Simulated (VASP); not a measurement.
## B3C: density of states with PBE

Crystal: B3C.

```xyz
4
Lattice="0.0000 2.3467 2.3467 2.3467 0.0000 2.3467 2.3467 2.3467 0.0000" Properties=species:S:1:pos:R:3 pbc="T T T"
B     3.5201    3.5201    3.5201
B     1.1734    1.1734    1.1734
B     2.3467    2.3467    2.3467
C     0.0000    0.0000    0.0000
```

* Program: VASP 6.6.1
* Task: density of states
* Functional: PBE
* Potentials or basis: VASP PAW PBE potentials, release 64 (B, C)
* Cutoff: 520 eV
* k mesh: 16 × 16 × 16
* Occupations: gaussian, width 0.1 eV
* Spin: no spin polarisation
* Dipole correction: no
* k mesh for the DOS: 24 × 24 × 24
* Occupations for the DOS: tetrahedron
* Further INCAR settings: ALGO = Normal; EDIFF = 1e-07

| Quantity | Value |
| --- | --- |
| Valence electrons inside the program's atomic spheres | B 1.62, 1.71; C 2.19 |

Levels at points of the mesh, in eV from the Fermi level:
```
           k point  band 3  band 4  band 5  band 6  band 7  band 8  band 9  band 10
(0.00, 0.00, 0.00)   -3.35   -3.35   -2.31   -1.94   -1.94   -1.94    0.21     0.21
(0.50, 0.00, 0.00)   -4.88   -4.88   -3.65   -3.65   -2.94   -0.01    5.50     6.38
(0.50, 0.50, 0.00)   -8.83   -8.83   -6.53   -4.21    4.19    4.19    5.57     6.40
```

It took 2.6 min on 1 thread of Intel(R) Xeon(R) Platinum 8488C (Sapphire Rapids), with other jobs on the host, peak memory 0.22 GiB.

Caveat: the bands computed are all filled at some k points, so no gap is given.
